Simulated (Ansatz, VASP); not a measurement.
# Ni in VASP and in Ansatz

```
Ni
1.0
     0.00000    1.72500    1.72500
     1.72500    0.00000    1.72500
     1.72500    1.72500    0.00000
Ni
1
Direct
  0.00000 0.00000 0.00000
```

Alike in both runs: task single point; functional PBE; k mesh 15 × 15 × 15; occupations fermi-dirac, width 0.001 eV; collinear spin.

```csv
,VASP,Ansatz
version,VASP 6.6.1,Ansatz 0.2.0
potentials or method,"VASP PAW PBE potentials, release 64 (Ni), cutoff 520 eV","PAW, plane waves, scalar-relativistic"
valence electrons in the cell,10,18
```

Ansatz gave:

```
pressure (GPa)                                                : 13.7
net moment per atom (μB)                                      : 0.66
size of the moment on the site where the two differ most (μB) : 0.69
```

Task: Which values does VASP return?

Result: Pressure (GPa): 13.4; net moment per atom (μB): 0.63; size of the moment on the site where the two differ most (μB): 0.63.

Site moments also hang on the region over which each program counts them. VASP's potentials hold 10 valence electrons a cell and Ansatz's 18, so a difference there can come from the potentials and not from the codes.
